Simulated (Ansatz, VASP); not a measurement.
Au: VASP beside Ansatz

File POSCAR:

```
Au
1.0
    2.8564984343      0.0000000000      0.0000000000
   -1.4282492171      2.4738002100      0.0000000000
    0.0000000000      0.0000000000      5.0264000000
Au
2
Direct
    0.3333333333      0.6666666667      0.7500000000
    0.6666666667      0.3333333333      0.2500000000
```

Contents of INCAR.step1:

```
PREC = Accurate ; ENCUT = 520
ISMEAR = 0 ; SIGMA = 0.15
LREAL = False ; LASPH = True
NELM = 80 ; NBANDS = 18
GGA = PE ; ALGO = Normal
EDIFF = 1E-4 ; LWAVE = True
LCHARG = False
```

The input INCAR.step2:

```
PREC = Accurate ; ENCUT = 520
EDIFF = 1E-6 ; ISMEAR = 0
SIGMA = 0.15 ; LREAL = False
LASPH = True ; NELM = 80
ALGO = Normal ; ISIF = 2
LWAVE = False ; LCHARG = True
METAGGA = R2SCAN ; LMIXTAU = True
LELF = True ; LVHAR = True
NBANDS = 18 ; ISTART = 1
```

KPOINTS

```
Automatic mesh
0
Gamma
  18 18 10
```

Input for Ansatz:

```yaml
crystal:
  lattice:
    - [2.8564984343, 0.0, 0.0]
    - [-1.4282492171, 2.47380021, 0.0]
    - [0.0, 0.0, 5.0264]
  atoms:
    - { symbol: Au, position: [0.3333333333, 0.6666666667, 0.75] }
    - { symbol: Au, position: [0.6666666667, 0.3333333333, 0.25] }
basis:
  ecutwfc: 500
kpoints:
  mp_grid: { grid: [18, 18, 10] }
hamiltonian:
  xc: r2scan
scf:
  occupations: { method: gaussian, width: 0.15 }
output:
  forces: true
  stress: true
  eigenvalues: true
```

Change from the starting cell: strain -0.015 along x and y, +0.030 along z, atoms carried along.

Alike in both runs: task single point; functional r2SCAN; k mesh 18 × 18 × 10; occupations gaussian, width 0.15 eV; no spin polarisation.

```csv
,VASP,Ansatz
version,VASP 6.6.1,Ansatz 0.2.0
potentials or method,"VASP PAW PBE potentials, release 64 (Au), cutoff 520 eV","scalar-relativistic, plane waves, PAW"
valence electrons in the cell,22,38
```

Ansatz gave:

```
gap on the k mesh at the Fermi level (eV)                     : none
pressure (GPa)                                                : -0.8
traceless stress, the component that is largest in VASP (GPa) : -1.81
```

Problem. What did VASP give for the same quantities?

Solution. gap on the k mesh at the Fermi level (eV): none; pressure (GPa): -0.5; traceless stress, the component that is largest in VASP (GPa): -1.90.

VASP's potentials were made for PBE, not for r2SCAN. A gap of «none» marks a metal or a gap that the smearing closes. The functional is the same, so the differences come from potentials, cutoffs and numerics. VASP's potentials hold 22 valence electrons a cell and Ansatz's 38, so a difference there can come from the potentials and not from the codes.

Neither program's run includes spin-orbit coupling.
